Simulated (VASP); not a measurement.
# Sm (Im-3m) in VASP: a series of runs

The runs below take Sm through single point, with PBE+U.

Program: VASP 6.6.1. These are calculated values, not measurements. Logs are shortened: lines on timing, memory, paths and dates and some standing lists are left out, and cuts for length are marked.

### Step 1. The cell of the first run

The structure is cubic, space group Im-3m (No. 229). Conventional cell: a = 4.526 Å, b = 4.526 Å, c = 4.526 Å, α = 90.00°, β = 90.00°, γ = 90.00°. Within 5.1 Å of Sm (site symmetry m-3m) lie 14 Sm at 3.92 to 4.53 Å.

This isn't the form of Sm at room conditions, which is rhombohedral.

### Step 2. Single point, PBE+U, collinear spin, ferromagnetic start

INCAR reads:

```
SYSTEM = Sm
ALGO = Normal
EDIFF = 1E-6
ENCUT = 600
GGA = PE
GGA_COMPAT = .FALSE.
ISIF = 2
ISMEAR = 0
ISPIN = 2
LASPH = .TRUE.
LCHARG = .TRUE.
LDAU = .TRUE.
LDAUJ = 0
LDAUL = 3
LDAUPRINT = 1
LDAUTYPE = 2
LDAUU = 6
LELF = .TRUE.
LMAXMIX = 6
LORBIT = 11
LREAL = .FALSE.
LVHAR = .TRUE.
LWAVE = .FALSE.
MAGMOM = 6.78
NBANDS = 18
NELM = 200
PREC = Accurate
SIGMA = 0.05
```

KPOINTS reads:

```
k-points
0
G
  6 6 6
  0 0 0
```

POSCAR reads:

```
Sm
1.0
   -2.2628986083      2.2628986083      2.2628986083
    2.2628986083     -2.2628986083      2.2628986083
    2.2628986083      2.2628986083     -2.2628986083
Sm
1
Direct
    0.0000000000      0.0000000000      0.0000000000
```

Potentials or basis: VASP PAW PBE potentials, release 64 (Sm).

Command:

```bash
> cat potpaw_PBE.64/Sm/POTCAR > POTCAR
> mpirun -np 1 vasp_std > vasp.out
```

OUTCAR:

```text
SYSTEM = Sm
   EDIFF = 1E-6
   ENCUT = 600
   GGA = PE
   ISIF = 2
   ISMEAR = 0
   ISPIN = 2
   LASPH = .TRUE.
   LORBIT = 11
   LREAL = .FALSE.
   NELM = 200
   PREC = Accurate

 ion  position               nearest neighbor table
   1  0.000  0.000  0.000-

  LATTYP: Found a body centered cubic cell.
 ALAT       =     4.5257972166

  Lattice vectors:

 A1 = (  -2.2628986083,   2.2628986083,   2.2628986083)
 A2 = (   2.2628986083,  -2.2628986083,   2.2628986083)
 A3 = (   2.2628986083,   2.2628986083,  -2.2628986083)

Analysis of symmetry for initial positions (statically):
=====================================================================
 Subroutine PRICEL returns:
 Original cell was already a primitive cell.

 Routine SETGRP: Setting up the symmetry group for a
 body centered cubic supercell.

 Subroutine GETGRP returns: Found 48 space group operations
 (whereof 48 operations were pure point group operations)
 out of a pool of 48 trial point group operations.

The static configuration has the point symmetry O_h .

Analysis of symmetry for dynamics (positions and initial velocities):
=====================================================================
 Subroutine PRICEL returns:
 Original cell was already a primitive cell.

 Routine SETGRP: Setting up the symmetry group for a
 body centered cubic supercell.

 Subroutine GETGRP returns: Found 48 space group operations
 (whereof 48 operations were pure point group operations)
 out of a pool of 48 trial point group operations.

The dynamic configuration has the point symmetry O_h .

Analysis of structural, dynamic, and magnetic symmetry:
=====================================================================
 Subroutine PRICEL returns:
 Original cell was already a primitive cell.

 Routine SETGRP: Setting up the symmetry group for a
 body centered cubic supercell.

 Subroutine GETGRP returns: Found 48 space group operations
 (whereof 48 operations were pure point group operations)
 out of a pool of 48 trial point group operations.

The overall configuration has the point symmetry O_h .

 Subroutine INISYM returns: Found 48 space group operations
 (whereof 48 operations are pure point group operations),
 and found     1 'primitive' translations

----------------------------------------------------------------------------------------

                                     Primitive cell

  volume of cell :      46.3506

  direct lattice vectors                    reciprocal lattice vectors
    -2.262898608  2.262898608  2.262898608     0.000000000  0.220955547  0.220955547
     2.262898608 -2.262898608  2.262898608     0.220955547  0.000000000  0.220955547
     2.262898608  2.262898608 -2.262898608     0.220955547  0.220955547  0.000000000

  length of vectors
     3.919455362  3.919455362  3.919455362     0.312478331  0.312478331  0.312478331

  position of ions in fractional coordinates (direct lattice)
     0.000000000  0.000000000  0.000000000

  ion indices of the primitive-cell ions
   primitive index   ion index
                 1           1

----------------------------------------------------------------------------------------

 KPOINTS: k-points

Automatic generation of k-mesh.
 Grid dimensions read from file:
 generate k-points for:    6    6    6

 Generating k-lattice:

  Cartesian coordinates                     Fractional coordinates (reciprocal lattice)
     0.000000000  0.036825925  0.036825925     0.166666667  0.000000000  0.000000000
     0.036825925  0.000000000  0.036825925     0.000000000  0.166666667  0.000000000
     0.036825925  0.036825925  0.000000000     0.000000000  0.000000000  0.166666667

  Length of vectors
[... 49 lines left out ...]
   NSW    =      0    number of steps for IOM
   IBRION =     -1    ionic relax: 0-MD 1-quasi-New 2-CG
   NFREE  =      0    steps in history (QN), initial steepest desc. (CG)
   ISIF   =      2    stress and relaxation
   ISYM   =      2    0-nonsym 1-usesym 2-fastsym
   POTIM  = 0.5000    time-step for ionic-motion
   TEBEG  =    0.0;   TEEND  =   0.0 temperature during run
   PSTRESS=    0.0 pullay stress
   NELECT =      16.0000    total number of electrons
   NUPDOWN=      -1.0000    fix difference up-down
   EMIN   =  10.00;   EMAX   =-10.00  energy-range for DOS
   EFERMI =   0.00;   METHOD = LEGACY
   ISMEAR =     0;   SIGMA  =   0.05  broadening in eV -4-tet -1-fermi 0-gaus
   EFERMI_NEDOS =   21; number of points for ismear=-14 and -15
   IALGO  =     38    algorithm
   IMIX   =      4    mixing-type and parameters
     AMIX     =   0.40;   BMIX     =  1.00
     AMIX_MAG =   1.60;   BMIX_MAG =  1.00
  volume/ion in A,a.u.               =      46.35       312.79
  Fermi-wavevector in a.u.,A,eV,Ry     =   1.148409  2.170177 17.943936  1.318842
  Thomas-Fermi vector in A             =   2.285084
   LORBIT       =     11    0 simple, 1 ext, 2 COOP (PROOUT), +10 PAW based schemes
 LDA+U is selected, type is set to LDAUTYPE =  2
   angular momentum for each species LDAUL =     3
   U (eV)           for each species LDAUU =   6.0
   J (eV)           for each species LDAUJ =   0.0
   GGA     = PE    functional components
   LHFCALC =     F    Hartree Fock is set to
   AEXX    =    0.0000 exact exchange contribution
   IVDW    =     0    specifies the selected vdW correction
   LEPSILON=     F    determine dielectric tensor
   LRPA    =     F    only Hartree local field effects (RPA)
 spin polarized calculation
 Gauss-broadening in eV      SIGMA  =   0.05
  energy-cutoff  :      600.00
  volume of cell :       46.35
 maximum number of plane-waves:      1568
   NGX = 15   NGY = 15   NGZ = 15

atom =   1  type =  1  l = 3

 onsite density matrix

spin component  1

  0.8308  0.0000  0.1902 -0.0000  0.0000  0.0000 -0.0000
  0.0000  0.9781 -0.0000 -0.0000 -0.0000  0.0000 -0.0000
  0.1902 -0.0000  0.7325 -0.0000 -0.0000 -0.0000  0.0000
 -0.0000 -0.0000 -0.0000  0.9781  0.0000  0.0000  0.0000
  0.0000 -0.0000 -0.0000  0.0000  0.7325  0.0000 -0.1902
  0.0000  0.0000 -0.0000  0.0000  0.0000  0.5851  0.0000
 -0.0000 -0.0000  0.0000  0.0000 -0.1902  0.0000  0.8308

spin component  2

  0.0001 -0.0000  0.0000  0.0000 -0.0000 -0.0000  0.0000
 -0.0000  0.0001  0.0000  0.0000  0.0000 -0.0000 -0.0000
  0.0000  0.0000  0.0000  0.0000  0.0000  0.0000 -0.0000
  0.0000  0.0000  0.0000  0.0001  0.0000 -0.0000 -0.0000
 -0.0000  0.0000  0.0000  0.0000  0.0000  0.0000 -0.0000
 -0.0000 -0.0000  0.0000 -0.0000  0.0000  0.0000 -0.0000
  0.0000 -0.0000 -0.0000 -0.0000 -0.0000 -0.0000  0.0001

 occupancies and eigenvectors

  o =  0.0000  v =  0.0000  0.0000  0.0000  0.0000  0.0000  0.0000  0.0000  0.0004  0.0000 -0.0005  0.0000  0.0001  1.0000  0.0001      0.0000  0.0000  0.0000  0.0000  0.0000  0.0000  0.0000  0.0000  0.0000  0.0000  0.0000  0.0000  0.0000  0.0000
  o =  0.0000  v =  0.0000  0.0000  0.0000  0.0000  0.0000  0.0000  0.0000 -0.6112 -0.0000  0.7891 -0.0000 -0.0488  0.0007 -0.0378      0.0000  0.0000  0.0000  0.0000  0.0000  0.0000  0.0000  0.0000  0.0000  0.0000  0.0000  0.0000  0.0000  0.0000
  o =  0.0000  v =  0.0000  0.0000  0.0000  0.0000  0.0000  0.0000  0.0000 -0.0378 -0.0000  0.0488 -0.0000  0.7891 -0.0000  0.6112      0.0000  0.0000  0.0000  0.0000  0.0000  0.0000  0.0000  0.0000  0.0000  0.0000  0.0000  0.0000  0.0000  0.0000
  o =  0.0001  v =  0.0000  0.0000  0.0000  0.0000  0.0000  0.0000  0.0000  0.0003 -0.0000  0.0003 -0.0003  0.6124  0.0000 -0.7906      0.0000  0.0000  0.0000  0.0000  0.0000  0.0000  0.0000  0.0000  0.0000  0.0000  0.0000  0.0000  0.0000  0.0000
  o =  0.0001  v =  0.0000  0.0000  0.0000  0.0000  0.0000  0.0000  0.0000  0.7906 -0.0000  0.6124 -0.0022 -0.0003  0.0000  0.0003      0.0000  0.0000  0.0000  0.0000  0.0000  0.0000  0.0000  0.0000  0.0000  0.0000  0.0000  0.0000  0.0000  0.0000
  o =  0.0001  v =  0.0000  0.0000  0.0000  0.0000  0.0000  0.0000  0.0000  0.0017 -0.0000  0.0013  1.0000  0.0002 -0.0000 -0.0003      0.0000  0.0000  0.0000  0.0000  0.0000  0.0000  0.0000  0.0000  0.0000  0.0000  0.0000  0.0000  0.0000  0.0000
  o =  0.0001  v =  0.0000  0.0000  0.0000  0.0000  0.0000  0.0000  0.0000 -0.0000 -1.0000 -0.0000 -0.0000 -0.0000  0.0000  0.0000      0.0000  0.0000  0.0000  0.0000  0.0000  0.0000  0.0000  0.0000  0.0000  0.0000  0.0000  0.0000  0.0000  0.0000
  o =  0.5851  v =  0.6124 -0.0000 -0.7906 -0.0000  0.0005 -0.0004  0.0004  0.0000  0.0000  0.0000  0.0000  0.0000  0.0000  0.0000      0.0000  0.0000  0.0000  0.0000  0.0000  0.0000  0.0000  0.0000  0.0000  0.0000  0.0000  0.0000  0.0000  0.0000
  o =  0.5851  v =  0.0004 -0.0000 -0.0005  0.0000 -0.7885  0.0729 -0.6107  0.0000  0.0000  0.0000  0.0000  0.0000  0.0000  0.0000      0.0000  0.0000  0.0000  0.0000  0.0000  0.0000  0.0000  0.0000  0.0000  0.0000  0.0000  0.0000  0.0000  0.0000
  o =  0.5851  v = -0.0002 -0.0000  0.0003 -0.0000 -0.0577 -0.9973 -0.0447  0.0000  0.0000  0.0000  0.0000  0.0000  0.0000  0.0000      0.0000  0.0000  0.0000  0.0000  0.0000  0.0000  0.0000  0.0000  0.0000  0.0000  0.0000  0.0000  0.0000  0.0000
  o =  0.9781  v = -0.0000 -1.0000 -0.0000 -0.0000  0.0000  0.0000 -0.0000  0.0000  0.0000  0.0000  0.0000  0.0000  0.0000  0.0000      0.0000  0.0000  0.0000  0.0000  0.0000  0.0000  0.0000  0.0000  0.0000  0.0000  0.0000  0.0000  0.0000  0.0000
  o =  0.9781  v = -0.0011  0.0000 -0.0008 -0.9951 -0.0607  0.0000  0.0784  0.0000  0.0000  0.0000  0.0000  0.0000  0.0000  0.0000      0.0000  0.0000  0.0000  0.0000  0.0000  0.0000  0.0000  0.0000  0.0000  0.0000  0.0000  0.0000  0.0000  0.0000
  o =  0.9781  v =  0.7906 -0.0000  0.6124 -0.0015  0.0006 -0.0000 -0.0007  0.0000  0.0000  0.0000  0.0000  0.0000  0.0000  0.0000      0.0000  0.0000  0.0000  0.0000  0.0000  0.0000  0.0000  0.0000  0.0000  0.0000  0.0000  0.0000  0.0000  0.0000
  o =  0.9781  v =  0.0009 -0.0000  0.0007  0.0992 -0.6094 -0.0000  0.7867  0.0000  0.0000  0.0000  0.0000  0.0000  0.0000  0.0000      0.0000  0.0000  0.0000  0.0000  0.0000  0.0000  0.0000  0.0000  0.0000  0.0000  0.0000  0.0000  0.0000  0.0000

 number of electron      16.0000000 magnetization       6.5193215

 Free energy of the ion-electron system (eV)
  ---------------------------------------------------
  ext. energy  EPLUGINS =         0.00000000
  ---------------------------------------------------
  free energy    TOTEN  =        -6.72697339 eV

  energy without entropy =       -6.71395093  energy(sigma->0) =       -6.72046216

 E-fermi :   1.8382     XC(G=0):  -8.4631

 val. band max:        1.8261099805   @ k =  -0.3333   0.3333   0.1667
 cond. band min:       1.8422143676   @ k =   0.3333   0.1667   0.0000
 fundamental gap:      0.0161043871
 Fermi energy:         1.8382111638

 spin component 1

 k-point     1 :       0.0000    0.0000    0.0000
  band No.  band energies     occupation
      1     -38.1321      1.00000
      2     -17.6476      1.00000
      3     -17.6476      1.00000
      4     -17.6476      1.00000
      5      -2.2960      1.00000
      6      -0.8442      1.00000
[... 312 lines left out ...]
      4     -17.9139      1.00000
      5      -1.0103      1.00000
      6      -0.8047      1.00000
[... 10 lines left out ...]
     17       6.7675      0.00000
     18       6.7675      0.00000
 Fermi energy:         1.8382111638

 spin component 2

 k-point     1 :       0.0000    0.0000    0.0000
  band No.  band energies     occupation
      1     -35.4114      1.00000
      2     -15.5974      1.00000
      3     -15.5974      1.00000
      4     -15.5974      1.00000
      5      -1.3860      1.00000
      6       4.5015      0.00000
[... 313 lines left out ...]
      5       1.7654      0.98029
      6       1.7654      0.98029
[... 10 lines left out ...]
     17       9.7865      0.00000
     18       9.7865      0.00000

------------------------ aborting loop because EDIFF is reached ----------------------------------------

  FORCE on cell =-STRESS in cart. coord.  units (eV):
  Direction    XX          YY          ZZ          XY          YZ          ZX
  --------------------------------------------------------------------------------------
  -------------------------------------------------------------------------------------
  Total       -0.3963111     -0.3963111     -0.3963111     -0.0000000     -0.0000000      0.0000000
  in kB      -13.6990833    -13.6990833    -13.6990833     -0.0000000     -0.0000000      0.0000000
  external PRESSURE =     -13.6990833 kB  Pullay stress =       0.0000000 kB

 VOLUME and BASIS-vectors are now :
 -----------------------------------------------------------------------------
  energy-cutoff  :      600.00
  volume of cell :       46.35
      direct lattice vectors                 reciprocal lattice vectors
    -2.262898608  2.262898608  2.262898608     0.000000000  0.220955547  0.220955547
     2.262898608 -2.262898608  2.262898608     0.220955547  0.000000000  0.220955547
     2.262898608  2.262898608 -2.262898608     0.220955547  0.220955547  0.000000000

 POSITION                                       TOTAL-FORCE (eV/Angst)
 -----------------------------------------------------------------------------------
      0.00000      0.00000      0.00000         0.000000     -0.000000      0.000000
 -----------------------------------------------------------------------------------
    total drift:                                0.000000      0.000000     -0.000000

  FREE ENERGIE OF THE ION-ELECTRON SYSTEM (eV)
  ---------------------------------------------------
  free  energy   TOTEN  =        -6.7269733877 eV

  energy  without entropy=       -6.7139509329  energy(sigma->0) =       -6.72046216

 total charge

# of ion       s       p       d       f       tot
--------------------------------------------------
    1        2.070   5.647   0.268   5.661  13.647

 magnetization (x)

# of ion       s       p       d       f       tot
--------------------------------------------------
    1       -0.012  -0.073   0.156   5.661   5.731
```

Run time: 1.9 min. Hardware: 1 thread of Intel Xeon 8259CL, shared host; peak memory 0.22 GiB.

What came out:

| Property | Result |
| --- | --- |
| Free energy | -6.7270 eV |
| Pressure | -1.4 GPa |
| Net moment | 6.52 μB per cell |
| Site moments | Sm +5.73 μB |
| Valence electrons inside the program's atomic spheres | Sm 13.65 |

Levels at points of the mesh, in eV from the Fermi level:
Spin up:
```tsv
k point	band 9	band 10	band 11	band 12	band 13	band 14
(0.00, 0.00, 0.00)	-2.57	-0.13	-0.13	-0.13	1.74	1.74
(0.50, 0.00, 0.00)	-1.61	-0.07	-0.06	0.03	0.44	0.75
(0.50, 0.50, 0.50)	-1.02	-1.02	0.08	0.08	0.08	4.59
```
Spin down:
```tsv
k point	band 3	band 4	band 5	band 6	band 7	band 8
(0.00, 0.00, 0.00)	-17.44	-17.44	-3.22	2.66	2.66	2.66
(0.50, 0.00, 0.00)	-17.58	-17.44	-0.72	1.32	1.63	4.31
(0.50, 0.50, 0.50)	-17.76	-17.76	-0.07	-0.07	5.11	5.11
```

Eigenvalues of the final occupation matrices:
```csv
site,spin,trace,eigenvalues
site 1 f,1,5.67,0.59 0.59 0.59 0.98 0.98 0.98 0.98
site 1 f,2,0.00,0.00 0.00 0.00 0.00 0.00 0.00 0.00
```

Caveat: the magnetic or orbital state may not be the lowest; spin-orbit coupling is left out, which moves the levels of the heavy elements.

### Step 3. Single point, PBE+U, collinear spin, ferromagnetic start

This run uses another cell than the first one, of 50.02 Å³/atom.

INCAR reads:

```
  ALGO = Normal
  EDIFF = 1E-6
  ENCUT = 600
  GGA = PE
  GGA_COMPAT = False
  ISIF = 2
  ISMEAR = 0
  ISPIN = 2
  LASPH = True
  LCHARG = False
  LDAU = True
  LDAUJ = 0
  LDAUL = 3
  LDAUPRINT = 1
  LDAUTYPE = 2
  LDAUU = 6
  LMAXMIX = 6
  LORBIT = 11
  LREAL = False
  LWAVE = False
  MAGMOM = 6.83
  NBANDS = 18
  NELM = 200
  PREC = Accurate
  SIGMA = 0.05
```

KPOINTS reads:

```
k-points
0
Gamma
  6 6 6
```

POSCAR reads:

```
Sm
1.0
   -2.3211409455      2.3211409455      2.3211409455
    2.3211409455     -2.3211409455      2.3211409455
    2.3211409455      2.3211409455     -2.3211409455
Sm
1
Direct
    0.0000000000      0.0000000000      0.0000000000
```

Potentials or basis: VASP PAW PBE potentials, release 64 (Sm).

Command:

```bash
> cat potpaw_PBE.64/Sm/POTCAR > POTCAR
> mpirun -np 1 vasp_std > vasp.out
```

Run time: 1.9 min. Hardware: 1 thread of Intel Xeon 8259CL, shared host; peak memory 0.22 GiB.

Results (log left out):

```
Free energy                                           : -6.6886 eV
Pressure                                              : -2.0 GPa
Net moment                                            : 6.53 μB per cell
Site moments                                          : Sm +5.74 μB
Valence electrons inside the program's atomic spheres : Sm 13.65
```

Levels at points of the mesh, in eV from the Fermi level:
Spin up:
| k point | band 8 | band 9 | band 10 | band 11 | band 12 | band 13 | band 14 | band 15 |
| --- | --- | --- | --- | --- | --- | --- | --- | --- |
| (0.00, 0.00, 0.00) | -2.51 | -2.51 | -0.11 | -0.11 | -0.11 | 1.71 | 1.71 | 1.71 |
| (0.50, 0.00, 0.00) | -2.51 | -1.50 | -0.09 | -0.06 | 0.02 | 0.51 | 0.60 | 3.04 |
| (0.50, 0.50, 0.50) | -2.57 | -0.86 | -0.86 | 0.07 | 0.07 | 0.07 | 4.23 | 4.23 |
Spin down:
| k point | band 2 | band 3 | band 4 | band 5 | band 6 | band 7 | band 8 | band 9 |
| --- | --- | --- | --- | --- | --- | --- | --- | --- |
| (0.00, 0.00, 0.00) | -17.51 | -17.51 | -17.51 | -3.14 | 2.60 | 2.60 | 2.60 | 4.28 |
| (0.50, 0.00, 0.00) | -17.87 | -17.62 | -17.51 | -0.66 | 1.35 | 1.42 | 4.11 | 4.83 |
| (0.50, 0.50, 0.50) | -17.76 | -17.76 | -17.76 | 0.06 | 0.06 | 4.80 | 4.80 | 4.80 |

Eigenvalues of the final occupation matrices:
```tsv
site	spin	trace	eigenvalues
site 1 f	1	5.70	0.60 0.60 0.60 0.98 0.98 0.98 0.98
site 1 f	2	0.00	0.00 0.00 0.00 0.00 0.00 0.00 0.00
```

Caveat: the magnetic or orbital state may not be the lowest; spin-orbit coupling is left out, which moves the levels of the heavy elements.

(Part 1 of 3 ends here.)
